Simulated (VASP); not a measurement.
# FeCo (Pm-3m) in VASP: settings compared

FeCo is run at these levels: PBE, r2SCAN; tasks: single point, relaxation of cell and atoms.

Everything below comes from runs of VASP 6.6.1. Logs are shortened: lines on timing, memory, paths and dates and some standing lists are left out, and cuts for length are marked.

### Step 1. The cell of the first run

Symmetry: Pm-3m, No. 221, cubic system. The conventional cell has a = 2.849 Å, b = 2.849 Å, c = 2.849 Å, α = 90.00°, β = 90.00°, γ = 90.00°. Within 3.3 Å of Fe (site symmetry m-3m) lie 8 Co at 2.47 Å and 6 Fe at 2.85 Å. Co (site symmetry m-3m) has 8 Fe at 2.47 Å and 6 Co at 2.85 Å within 3.3 Å.

### Step 2. Single point, PBE, collinear spin, ferromagnetic start

Contents of INCAR:

```
  ALGO = Normal
  EDIFF = 1E-6
  ENCUT = 600
  GGA = PE
  GGA_COMPAT = False
  ISIF = 2
  ISMEAR = 1
  ISPIN = 2
  LASPH = True
  LCHARG = False
  LMAXMIX = 4
  LORBIT = 11
  LREAL = False
  LWAVE = False
  MAGMOM = 3.5 2.5
  NBANDS = 20
  NELM = 200
  PREC = Accurate
  SIGMA = 0.1
```

Contents of KPOINTS:

```
k-points
0
Gamma
  8 8 8
```

Contents of POSCAR:

```
FeCo
1.0
    2.8488506629      0.0000000000      0.0000000000
    0.0000000000      2.8488506629      0.0000000000
    0.0000000000      0.0000000000      2.8488506629
Fe Co
1 1
Direct
    0.5000000000      0.5000000000      0.5000000000
    0.0000000000      0.0000000000      0.0000000000
```

Potentials or basis: VASP PAW PBE potentials, release 64 (Fe, Co).

Command:

```bash
$ cat potpaw_PBE.64/Fe/POTCAR potpaw_PBE.64/Co/POTCAR > POTCAR
$ mpirun -np 1 vasp_std > vasp.out
```

OUTCAR:

```text
EDIFF = 1E-6
   ENCUT = 600
   GGA = PE
   ISIF = 2
   ISMEAR = 1
   ISPIN = 2
   LASPH = True
   LORBIT = 11
   LREAL = False
   NELM = 200
   PREC = Accurate

 ion  position               nearest neighbor table
   1  0.500  0.500  0.500-   2 2.47   2 2.47   2 2.47   2 2.47   2 2.47   2 2.47   2 2.47   2 2.47

   2  0.000  0.000  0.000-   1 2.47   1 2.47   1 2.47   1 2.47   1 2.47   1 2.47   1 2.47   1 2.47

  LATTYP: Found a simple cubic cell.
 ALAT       =     2.8488506629

  Lattice vectors:

 A1 = (   2.8488506629,   0.0000000000,   0.0000000000)
 A2 = (   0.0000000000,   2.8488506629,   0.0000000000)
 A3 = (   0.0000000000,   0.0000000000,   2.8488506629)

Analysis of symmetry for initial positions (statically):
=====================================================================
 Subroutine PRICEL returns:
 Original cell was already a primitive cell.

 Routine SETGRP: Setting up the symmetry group for a
 simple cubic supercell.

 Subroutine GETGRP returns: Found 48 space group operations
 (whereof 48 operations were pure point group operations)
 out of a pool of 48 trial point group operations.

The static configuration has the point symmetry O_h .

Analysis of symmetry for dynamics (positions and initial velocities):
=====================================================================
 Subroutine PRICEL returns:
 Original cell was already a primitive cell.

 Routine SETGRP: Setting up the symmetry group for a
 simple cubic supercell.

 Subroutine GETGRP returns: Found 48 space group operations
 (whereof 48 operations were pure point group operations)
 out of a pool of 48 trial point group operations.

The dynamic configuration has the point symmetry O_h .

Analysis of structural, dynamic, and magnetic symmetry:
=====================================================================
 Subroutine PRICEL returns:
 Original cell was already a primitive cell.

 Routine SETGRP: Setting up the symmetry group for a
 simple cubic supercell.

 Subroutine GETGRP returns: Found 48 space group operations
 (whereof 48 operations were pure point group operations)
 out of a pool of 48 trial point group operations.

The overall configuration has the point symmetry O_h .

 Subroutine INISYM returns: Found 48 space group operations
 (whereof 48 operations are pure point group operations),
 and found     1 'primitive' translations

----------------------------------------------------------------------------------------

                                     Primitive cell

  volume of cell :      23.1211

  direct lattice vectors                    reciprocal lattice vectors
     2.848850663  0.000000000  0.000000000     0.351018750  0.000000000  0.000000000
     0.000000000  2.848850663  0.000000000     0.000000000  0.351018750  0.000000000
     0.000000000  0.000000000  2.848850663     0.000000000  0.000000000  0.351018750

  length of vectors
     2.848850663  2.848850663  2.848850663     0.351018750  0.351018750  0.351018750

  position of ions in fractional coordinates (direct lattice)
     0.500000000  0.500000000  0.500000000
     0.000000000  0.000000000  0.000000000

  ion indices of the primitive-cell ions
   primitive index   ion index
                 1           1
                 2           2

----------------------------------------------------------------------------------------

 KPOINTS: k-points

Automatic generation of k-mesh.
 Grid dimensions read from file:
 generate k-points for:    8    8    8

 Generating k-lattice:

  Cartesian coordinates                     Fractional coordinates (reciprocal lattice)
     0.043877344  0.000000000  0.000000000     0.125000000  0.000000000  0.000000000
     0.000000000  0.043877344  0.000000000     0.000000000  0.125000000  0.000000000
     0.000000000  0.000000000  0.043877344     0.000000000  0.000000000  0.125000000

  Length of vectors
     0.043877344  0.043877344  0.043877344

  Shift w.r.t. Gamma in fractional coordinates (k-lattice)
     0.000000000  0.000000000  0.000000000

 Subroutine IBZKPT returns following result:
 ===========================================

 Found     35 irreducible k-points:

 Following reciprocal coordinates:
            Coordinates               Weight
  0.000000  0.000000  0.000000      1.000000
  0.125000  0.000000  0.000000      6.000000
  0.250000  0.000000  0.000000      6.000000
  0.375000  0.000000  0.000000      6.000000
  0.500000  0.000000  0.000000      3.000000
  0.125000  0.125000  0.000000     12.000000
[... 16 lines left out ...]
  0.375000  0.375000  0.125000     24.000000
  0.500000  0.375000  0.125000     24.000000
 [... further k-points ...]
   k-points           NKPTS =     35   k-points in BZ     NKDIM =     35   number of bands    NBANDS=     20
   number of dos      NEDOS =    301   number of ions     NIONS =      2
   total plane-waves  NPLWV =  13824
   dimension x,y,z NGX =    24 NGY =   24 NGZ =   24
   dimension x,y,z NGXF=    48 NGYF=   48 NGZF=   48
   ions per type =               1   1
   NGX,Y,Z   is equivalent  to a cutoff of  14.01, 14.01, 14.01 a.u.
   NGXF,Y,Z  is equivalent  to a cutoff of  28.01, 28.01, 28.01 a.u.
 SYSTEM =  unknown system
   PREC   = accura    normal or accurate (medium, high low for compatibility)
   ISTART =      0    job   : 0-new  1-cont  2-samecut
   ICHARG =      2    charge: 1-file 2-atom 10-const
   ISPIN  =      2    spin polarized calculation?
   LNONCOLLINEAR =      F non collinear calculations
   LSORBIT =      F    spin-orbit coupling
   LASPH  =      T    aspherical Exc in radial PAW
   ENCUT  =  600.0 eV  44.10 Ry    6.64 a.u.   5.69  5.69  5.69*2*pi/ulx,y,z
   NELM   =    200;   NELMIN=  2; NELMDL= -5     # of ELM steps
   EDIFF  = 0.1E-05   stopping-criterion for ELM
   LREAL  =      F    real-space projection
   EDIFFG = 0.1E-04   stopping-criterion for IOM
   NSW    =      0    number of steps for IOM
   IBRION =     -1    ionic relax: 0-MD 1-quasi-New 2-CG
   NFREE  =      0    steps in history (QN), initial steepest desc. (CG)
   ISIF   =      2    stress and relaxation
   ISYM   =      2    0-nonsym 1-usesym 2-fastsym
   POTIM  = 0.5000    time-step for ionic-motion
   TEBEG  =    0.0;   TEEND  =   0.0 temperature during run
   PSTRESS=    0.0 pullay stress
   NELECT =      17.0000    total number of electrons
   NUPDOWN=      -1.0000    fix difference up-down
   EMIN   =  10.00;   EMAX   =-10.00  energy-range for DOS
   EFERMI =   0.00;   METHOD = LEGACY
   ISMEAR =     1;   SIGMA  =   0.10  broadening in eV -4-tet -1-fermi 0-gaus
   EFERMI_NEDOS =   21; number of points for ismear=-14 and -15
   IALGO  =     38    algorithm
   IMIX   =      4    mixing-type and parameters
     AMIX     =   0.40;   BMIX     =  1.00
     AMIX_MAG =   1.60;   BMIX_MAG =  1.00
  volume/ion in A,a.u.               =      11.56        78.01
  Fermi-wavevector in a.u.,A,eV,Ry     =   1.477593  2.792246 29.705337  2.183281
  Thomas-Fermi vector in A             =   2.591978
   LORBIT       =     11    0 simple, 1 ext, 2 COOP (PROOUT), +10 PAW based schemes
   GGA     = PE    functional components
   LHFCALC =     F    Hartree Fock is set to
   AEXX    =    0.0000 exact exchange contribution
   IVDW    =     0    specifies the selected vdW correction
   LEPSILON=     F    determine dielectric tensor
   LRPA    =     F    only Hartree local field effects (RPA)
 spin polarized calculation
 Methfessel and Paxton  Order N= 1 SIGMA  =   0.10
  energy-cutoff  :      600.00
  volume of cell :       23.12
 maximum number of plane-waves:       804
 NGX is ok and might be reduce to    24
   NGX = 11   NGY = 11   NGZ = 11

 number of electron      16.9999998 magnetization       4.6350787

 Free energy of the ion-electron system (eV)
  ---------------------------------------------------
  ext. energy  EPLUGINS =         0.00000000
  ---------------------------------------------------
  free energy    TOTEN  =       -15.40098433 eV

  energy without entropy =      -15.40016790  energy(sigma->0) =      -15.40071219

 E-fermi :   8.0131     XC(G=0): -13.0249

 val. band max:        7.9999972361   @ k =   0.3750   0.0000   0.0000
 cond. band min:       8.0395209230   @ k =   0.3750   0.1250   0.1250
 fundamental gap:      0.0395236869
 Fermi energy:         8.0130779514

 spin component 1

 k-point     1 :       0.0000    0.0000    0.0000
  band No.  band energies     occupation
      1      -0.9713      1.00000
      2       2.6261      1.00000
      3       2.6261      1.00000
      4       4.9012      1.00000
      5       4.9012      1.00000
      6       4.9012      1.00000
[... 12 lines left out ...]
     19      32.4597      0.00000
     20      32.4597      0.00000

 k-point     2 :       0.1250    0.0000    0.0000
  band No.  band energies     occupation
      1      -0.6566      1.00000
      2       2.7515      1.00000
      3       2.7515      1.00000
      4       4.9009      1.00000
      5       4.9009      1.00000
      6       4.9808      1.00000
[... 12 lines left out ...]
     19      31.9687      0.00000
     20      31.9687      0.00000

 k-point     3 :       0.2500    0.0000    0.0000
  band No.  band energies     occupation
      1       0.2428      1.00000
      2       3.0414      1.00000
      3       3.1107      1.00000
      4       4.9255      1.00000
      5       4.9255      1.00000
      6       5.2083      1.00000
[... 12 lines left out ...]
     19      29.8354      0.00000
     20      31.6133      0.00000

 k-point     4 :       0.3750    0.0000    0.0000
  band No.  band energies     occupation
      1       1.5478      1.00000
      2       3.2127      1.00000
      3       3.6530      1.00000
      4       4.9496      1.00000
      5       5.0324      1.00000
      6       5.0324      1.00000
[... 429 lines left out ...]
 k-point    23 :       0.3750    0.3750    0.1250
  band No.  band energies     occupation
      1       2.6520      1.00000
      2       3.0536      1.00000
      3       4.0310      1.00000
      4       4.1807      1.00000
      5       4.8731      1.00000
      6       5.3147      1.00000
[... 12 lines left out ...]
     19      31.9221      0.00000
     20      32.9178      0.00000

 k-point    24 :       0.5000    0.3750    0.1250
  band No.  band energies     occupation
      1       2.7223      1.00000
      2       2.9173      1.00000
      3       4.0019      1.00000
      4       4.0214      1.00000
      5       5.4273      1.00000
      6       5.4357      1.00000
[... 12 lines left out ...]
     19      32.1887      0.00000
     20      32.2807      0.00000

 [... further k-points ...]

 spin component 2

 k-point     1 :       0.0000    0.0000    0.0000
  band No.  band energies     occupation
      1      -0.7846      1.00000
      2       4.5692      1.00000
      3       4.5692      1.00000
      4       6.8713      1.00000
      5       6.8713      1.00000
      6       6.8713      1.00000
[... 12 lines left out ...]
     19      32.2551      0.00000
     20      32.2551      0.00000

 k-point     2 :       0.1250    0.0000    0.0000
  band No.  band energies     occupation
      1      -0.4684      1.00000
      2       4.6618      1.00000
      3       4.7201      1.00000
      4       6.8553      1.00000
      5       6.8553      1.00000
      6       6.9524      1.00000
[... 12 lines left out ...]
     19      31.9469      0.00000
     20      31.9469      0.00000

 k-point     3 :       0.2500    0.0000    0.0000
  band No.  band energies     occupation
      1       0.4453      1.00000
      2       4.7953      1.00000
      3       5.1542      1.00000
      4       6.8354      1.00000
      5       6.8355      1.00000
      6       7.1774      1.00000
[... 12 lines left out ...]
     19      30.2567      0.00000
     20      32.1033      0.00000

 k-point     4 :       0.3750    0.0000    0.0000
  band No.  band energies     occupation
      1       1.8319      1.00000
      2       4.5148      1.00000
      3       5.8090      1.00000
      4       6.8633      1.00000
      5       6.8633      1.00000
      6       7.4770      1.00000
[... 429 lines left out ...]
 k-point    23 :       0.3750    0.3750    0.1250
  band No.  band energies     occupation
      1       3.6416      1.00000
      2       4.5379      1.00000
      3       5.8436      1.00000
      4       5.9880      1.00000
      5       6.5565      1.00000
      6       6.5775      1.00000
[... 12 lines left out ...]
     19      32.4306      0.00000
     20      33.1507      0.00000

 k-point    24 :       0.5000    0.3750    0.1250
  band No.  band energies     occupation
      1       4.1492      1.00000
      2       4.1510      1.00000
      3       5.7962      1.00000
      4       5.8272      1.00000
      5       6.8244      1.00000
      6       6.9483      1.00000
[... 12 lines left out ...]
     19      32.5186      0.00000
     20      32.6901      0.00000

 [... further k-points ...]

------------------------ aborting loop because EDIFF is reached ----------------------------------------

  FORCE on cell =-STRESS in cart. coord.  units (eV):
  Direction    XX          YY          ZZ          XY          YZ          ZX
  --------------------------------------------------------------------------------------
  -------------------------------------------------------------------------------------
  Total       -0.0697625     -0.0697625     -0.0697625      0.0000000      0.0000000     -0.0000000
  in kB       -4.8341879     -4.8341879     -4.8341879      0.0000000      0.0000000     -0.0000000
  external PRESSURE =      -4.8341879 kB  Pullay stress =       0.0000000 kB

 VOLUME and BASIS-vectors are now :
 -----------------------------------------------------------------------------
  energy-cutoff  :      600.00
  volume of cell :       23.12
      direct lattice vectors                 reciprocal lattice vectors
     2.848850663  0.000000000  0.000000000     0.351018750  0.000000000  0.000000000
     0.000000000  2.848850663  0.000000000     0.000000000  0.351018750  0.000000000
     0.000000000  0.000000000  2.848850663     0.000000000  0.000000000  0.351018750

 POSITION                                       TOTAL-FORCE (eV/Angst)
 -----------------------------------------------------------------------------------
      1.42443      1.42443      1.42443         0.000000      0.000000      0.000000
      0.00000      0.00000      0.00000         0.000000      0.000000      0.000000
 -----------------------------------------------------------------------------------
    total drift:                                0.000000      0.000000     -0.000000

  FREE ENERGIE OF THE ION-ELECTRON SYSTEM (eV)
  ---------------------------------------------------
  free  energy   TOTEN  =       -15.4009843272 eV

  energy  without entropy=      -15.4001679035  energy(sigma->0) =      -15.40071219

 total charge

# of ion       s       p       d       tot
------------------------------------------
    1        0.474   0.529   6.135   7.138
    2        0.482   0.512   7.233   8.227
--------------------------------------------------
tot          0.955   1.042  13.368  15.365

 magnetization (x)

# of ion       s       p       d       tot
------------------------------------------
    1        0.005  -0.034   2.873   2.843
    2       -0.010  -0.044   1.853   1.799
--------------------------------------------------
tot         -0.005  -0.078   4.726   4.643
```

Run time: 20 s. Hardware: 1 thread of Intel Xeon Platinum 8488C (Sapphire Rapids), shared host; peak memory 0.16 GiB.

What came out:

```yaml
Free_energy: -15.4010 eV
Pressure: -0.5 GPa
Net_moment: 4.64 μB per cell
Site_moments: Fe +2.84; Co +1.80 μB
Valence_electrons_inside_the_program's_atomic_spheres: Fe 7.14; Co 8.23
```

(Part 1 of 2 ends here.)
